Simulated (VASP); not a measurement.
Input of a VASP 6.6.1 run:

INCAR

```
SYSTEM = PbS
  PREC = Accurate
  ENCUT = 600
  EDIFF = 1E-6
  ISMEAR = -1
  SIGMA = 0.1
  LREAL = .FALSE.
  LASPH = .TRUE.
  NELM = 100
  ALGO = Normal
  ISIF = 3
  LWAVE = .FALSE.
  LCHARG = .FALSE.
  GGA = PE
  IBRION = 2
  NSW = 32
  EDIFFG = -0.005
  PSTRESS = 0.10999999999999999
```

File KPOINTS:

```
Automatic mesh
0
G
  11 11 11
  0 0 0
```

Contents of POSCAR:

```
PbS
1.0
    0.0000000000      3.3232491869      3.3232491869
    3.3232491869      0.0000000000      3.3232491869
    3.3232491869      3.3232491869      0.0000000000
Pb S
1 1
Direct
    0.0000000000      0.0000000000      0.0000000000
    0.2500000000      0.2500000000      0.2500000000
```

Potentials or basis: VASP PAW PBE potentials, release 64 (Pb_d, S).

Command:

```console
$ cat potpaw_PBE.64/Pb_d/POTCAR potpaw_PBE.64/S/POTCAR > POTCAR
$ mpirun -np 1 vasp_std > vasp.out
```

Task: Predict the band gap on the k mesh.

Result: 0.92 eV (least direct gap 1.32 eV).

Final structure:
```
CELL_PARAMETERS angstrom
0.00000 3.32325 3.32325
3.32325 0.00000 3.32325
3.32325 3.32325 0.00000
ATOMIC_POSITIONS crystal
Pb 0.00000 0.00000 0.00000
S 0.25000 0.25000 0.25000
```

Caveat: the relaxation stopped at its first step, so nothing moved; the cell is relaxed towards a set pressure, so the run minimises the enthalpy, not the energy; spin-orbit coupling is left out, which moves the levels of the heavy elements; an odd mesh through Γ misses points on the zone boundary, where band edges can lie.
